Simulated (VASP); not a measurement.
Write the native input for VASP 6.6.1 that does the following.

```
Task                   : single point
Functional             : PBEsol
Potentials or basis    : VASP PAW PBE potentials, release 64 (Si, C)
Cutoff                 : 520 eV
k mesh                 : 12 × 12 × 4
Occupations            : gaussian, width 0.05 eV
Spin                   : no spin polarisation
Dipole correction      : no
Further INCAR settings : ALGO = Normal; EDIFF = 1e-07; NBANDS = 26
```

The structure of SiC lies in POSCAR:

```
SiC
1.0
    2.9344000000      0.0000000000      0.0000000000
   -1.4672000000      2.5412649449      0.0000000000
    0.0000000000      0.0000000000     10.8819000000
Si C
4 4
Direct
    0.6666666667      0.3333333333      0.9378278494
    0.3333333333      0.6666666667      0.4378278494
    0.0000000000      0.0000000000      0.6878973398
    0.0000000000      0.0000000000      0.1878973398
    0.6666666667      0.3333333333      0.7498191768
    0.3333333333      0.6666666667      0.2498191768
    0.0000000000      0.0000000000      0.5004546340
    0.0000000000      0.0000000000      0.0004546340
```

These files were run (other wordings do the same):

INCAR

```
SYSTEM = SiC
  PREC = Accurate
  ENCUT = 520
  EDIFF = 1E-7
  ISMEAR = 0
  SIGMA = 0.05
  LREAL = .FALSE.
  LASPH = .TRUE.
  NELM = 100
  ALGO = Normal
  ISIF = 2
  LWAVE = .FALSE.
  LCHARG = .TRUE.
  GGA = PS
  LELF = .TRUE.
  LVHAR = .TRUE.
  NBANDS = 26
```

KPOINTS

```
regular mesh
0
G
  12 12 4
  0 0 0
```

Potentials or basis: VASP PAW PBE potentials, release 64 (Si, C).

Run with:

```sh
$ cat potpaw_PBE.64/Si/POTCAR potpaw_PBE.64/C/POTCAR > POTCAR
$ mpirun -np 1 vasp_std > vasp.out
```

Results of the run:

```json
{"Pressure": "9.5 GPa", "Largest force": "0.780 eV/Å", "Band gap on the k mesh": "1.33 eV, indirect (least direct gap 2.83 eV)"}
```

Caveat: the PAW data sets were made with another functional, which shifts forces and pressure a little.

It took 51 s on 1 thread of Intel(R) Xeon(R) 6975P-C (Granite Rapids), with other jobs on the host, peak memory 0.25 GiB.
